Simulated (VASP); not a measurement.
Input of a VASP 6.6.1 run:

Contents of POSCAR:

```
MgO
1.0
    2.9380210000      0.0000000000      0.0000000000
   -1.4690100000      2.5444010000      0.0000000000
    0.0000000000      0.0000000000      2.6796800000
Mg O
1 1
Direct
    0.0000000000      0.0000000000      0.0000000000
    0.3333333333      0.6666666667      0.5000000000
```

The input INCAR.step1:

```
PREC = Accurate
ENCUT = 520
EDIFF = 1E-5
ISMEAR = 0
SIGMA = 0.01
LREAL = F
LASPH = T
NELM = 100
ALGO = Normal
ISIF = 2
LWAVE = T
LCHARG = F
GGA = PE
NBANDS = 11
```

The input INCAR.step2:

```
PREC = Accurate
ENCUT = 520
EDIFF = 1E-6
ISMEAR = 0
SIGMA = 0.01
LREAL = F
LASPH = T
NELM = 100
ALGO = Normal
ISIF = 2
LWAVE = F
LCHARG = F
GGA = PE
LHFCALC = T
HFSCREEN = 0.2079
PRECFOCK = Normal
ISTART = 1
NBANDS = 11
```

The input KPOINTS:

```
Automatic mesh
0
Gamma
  4 4 4
```

Potentials or basis: VASP PAW PBE potentials, release 64 (Mg, O).

The run is started by

```console
$ cat potpaw_PBE.64/Mg/POTCAR potpaw_PBE.64/O/POTCAR > POTCAR
$ cp INCAR.step1 INCAR
$ mpirun -np 1 vasp_std > vasp.out
$ cp INCAR.step2 INCAR
$ mpirun -np 1 vasp_std > vasp.out
```

Problem. Estimate the band gap on the k mesh.

Solution. 4.62 eV, indirect (least direct gap 5.00 eV).

Problem. Predict the pressure.

Solution. -6.0 GPa.

Stress tensor (GPa, compression positive):
```
-5.53  0.00  0.00
 0.00 -5.53  0.00
 0.00  0.00 -6.99
```

Caveat: the k points lie up to 0.62 Å⁻¹ apart; the PAW data sets were made with another functional, which shifts forces and pressure a little. A k mesh can miss the band edges.
